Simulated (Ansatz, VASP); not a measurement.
**V: VASP beside Ansatz**

Contents of POSCAR:

```
V
1.0
    0.0000000000      2.5090591035      2.5090591035
    2.5090591035      0.0000000000      2.5090591035
    2.5090591035      2.5090591035      0.0000000000
V
2
Direct
    0.1250000000      0.1250000000      0.1250000000
    0.8750000000      0.8750000000      0.8750000000
```

Contents of INCAR.step1:

```
SYSTEM = V
  ALGO = Normal
  EDIFF = 1E-4
  ENCUT = 520
  GGA = PE
  ISMEAR = -1
  LASPH = .True.
  LCHARG = .False.
  LREAL = .False.
  LWAVE = .True.
  NBANDS = 20
  NELM = 100
  PREC = Accurate
  SIGMA = 0.1
```

File INCAR.step2:

```
SYSTEM = V
  ALGO = Normal
  EDIFF = 1E-6
  ENCUT = 520
  ISIF = 2
  ISMEAR = -1
  ISTART = 1
  LASPH = .True.
  LCHARG = .False.
  LMIXTAU = .True.
  LREAL = .False.
  LWAVE = .False.
  METAGGA = R2SCAN
  NBANDS = 20
  NELM = 100
  PREC = Accurate
  SIGMA = 0.1
```

KPOINTS

```
k-points
0
Gamma
  12 12 12
  0 0 0
```

Input for Ansatz:

```yaml
crystal:
  lattice:
    - [0.0, 2.5090591035, 2.5090591035]
    - [2.5090591035, 0.0, 2.5090591035]
    - [2.5090591035, 2.5090591035, 0.0]
  atoms:
    - { symbol: V, position: [0.125, 0.125, 0.125] }
    - { symbol: V, position: [0.875, 0.875, 0.875] }
hamiltonian:
  xc: r2scan
  pseudopotentials:
    kind: paw
    azcp:
      V: "pseudopotentials/V.paw.azcp"
basis:
  ecutwfc: 500
  fft_grid_basis: typed
kpoints:
  mp_grid: { grid: [12, 12, 12], shift: [0, 0, 0] }
magnetization:
  spin_polarized: false
scf:
  occupations: { method: fermi_dirac, width: 0.1 }
  lower_state_search: "off"
output:
  stress: true
```

Alike in both runs: task single point; functional r2SCAN; k mesh 12 × 12 × 12; occupations fermi-dirac, width 0.1 eV; no spin polarisation.

```csv
,VASP,Ansatz
version,VASP 6.6.1,Ansatz 0.2.0
potentials or method,"VASP PAW PBE potentials, release 64 (V_sv), cutoff 520 eV","plane waves (500 eV) with PAW, scalar-relativistic"
valence electrons in the cell,26,26
```

```csv
,VASP,Ansatz,Ansatz less VASP
pressure (GPa),12.0,10.2,-1.83
```

VASP's potentials were made for PBE, not for r2SCAN. The functional is the same, so the differences come from potentials, cutoffs and numerics.
